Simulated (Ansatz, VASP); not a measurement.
**In3As2: VASP beside Ansatz**

```xyz
10
Lattice="3.3291 1.9221 6.0596 -3.3291 1.9221 6.0596 0.0000 -3.8442 6.0596" Properties=species:S:1:pos:R:3 pbc="T T T"
In   -1.2900   -1.9221    7.5744
In    2.3096   -0.1562    7.5744
In   -1.0196    2.0783    7.5744
In    1.2900    1.9221   10.6042
In   -2.3096    0.1562   10.6042
In    1.0196   -2.0783   10.6042
As    0.0000    0.0000   15.4915
As    0.0000    0.0000   11.7765
As    0.0000    0.0000    2.6872
As    0.0000    0.0000    6.4022
```

Alike in both runs: task single point; functional PBE; k mesh 3 × 3 × 3; occupations gaussian, width 0.1 eV; no spin polarisation.

|  | VASP | Ansatz |
| --- | --- | --- |
| version | VASP 6.6.1 | Ansatz 0.2.0 |
| potentials or method | VASP PAW PBE potentials, release 64 (In_d, As), cutoff 520 eV | scalar-relativistic, plane waves, PAW |
| valence electrons in the cell | 98 | 138 |

Ansatz gave:

| Quantity | Value |
| --- | --- |
| gap on the k mesh at the Fermi level (eV) | none |
| pressure (GPa) | 15.3 |
| traceless stress, the component that is largest in VASP (GPa) | -0.71 |
| rms of the force components (eV/Å) | 0.068 |

Question: What did VASP give for the same quantities?

Answer: gap on the k mesh at the Fermi level (eV): none; pressure (GPa): 15.3; traceless stress, the component that is largest in VASP (GPa): -0.73; rms of the force components (eV/Å): 0.068.

Atom by atom the forces differ by 0.000 eV/Å (rms over components). A gap of «none» marks a metal or a gap that the smearing closes. With one functional, cell and mesh, what is left measures potentials, basis and numerics. VASP's potentials hold 98 valence electrons a cell and Ansatz's 138, so a difference there can come from the potentials and not from the codes.

The k mesh is coarse, so the values compare programs but aren't converged.
